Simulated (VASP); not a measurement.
Wanted: the native input for a VASP 6.6.1 run.

| Quantity | Value |
| --- | --- |
| Task | single point |
| Functional | PBE |
| Potentials or basis | VASP PAW PBE potentials, release 64 (Ti_sv, H) |
| Cutoff | 520 eV |
| k mesh | 6 × 6 × 4 |
| Occupations | gaussian, width 0.1 eV |
| Spin | no spin polarisation |
| Dipole correction | no |
| Further INCAR settings | ALGO = Normal; EDIFF = 1e-06; NBANDS = 25 |

The structure of TiH3 lies in POSCAR:

```
TiH3
1.0
    3.1654958000      0.0000000000      0.0000000000
   -1.5827479000      2.7413998000      0.0000000000
    0.0000000000      0.0000000000      5.5850786000
Ti H
2 6
Direct
    0.3333333000      0.6666667000      0.2500000000
    0.6666667000      0.3333333000      0.7500000000
    0.3333333000      0.6666667000      0.5939700000
    0.3333333000      0.6666667000      0.9060300000
    0.6666667000      0.3333333000      0.4060300000
    0.6666667000      0.3333333000      0.0939700000
    0.0000000000      0.0000000000      0.2500000000
    0.0000000000      0.0000000000      0.7500000000
```

The cell was generated, and may not be a known phase.

The input as run:

INCAR

```
PREC = Accurate ; ENCUT = 520
EDIFF = 1E-6 ; ISMEAR = 0
SIGMA = 0.1 ; LREAL = F
LASPH = T ; NELM = 80
ALGO = Normal ; ISIF = 2
LWAVE = F ; LCHARG = F
GGA = PE ; NBANDS = 25
```

KPOINTS

```
Automatic mesh
0
Gamma
  6 6 4
```

Potentials or basis: VASP PAW PBE potentials, release 64 (Ti_sv, H).

Run with:

```console
$ cat potpaw_PBE.64/Ti_sv/POTCAR potpaw_PBE.64/H/POTCAR > POTCAR
$ mpirun -np 1 vasp_std > vasp.out
```

Results of the run:

```json
{
 "Pressure": "-0.1 GPa",
 "Band gap on the k mesh": "zero (bands 15 and 16 overlap by 1.11 eV)"
}
```

Caveat: the k points lie up to 0.38 Å⁻¹ apart, too coarse for converged energies and pressures of a metal.

Run time: 14 s on 1 thread of AMD EPYC 9R45 96-Core Processor (Zen 5), with other jobs on the host, peak memory 0.14 GiB.
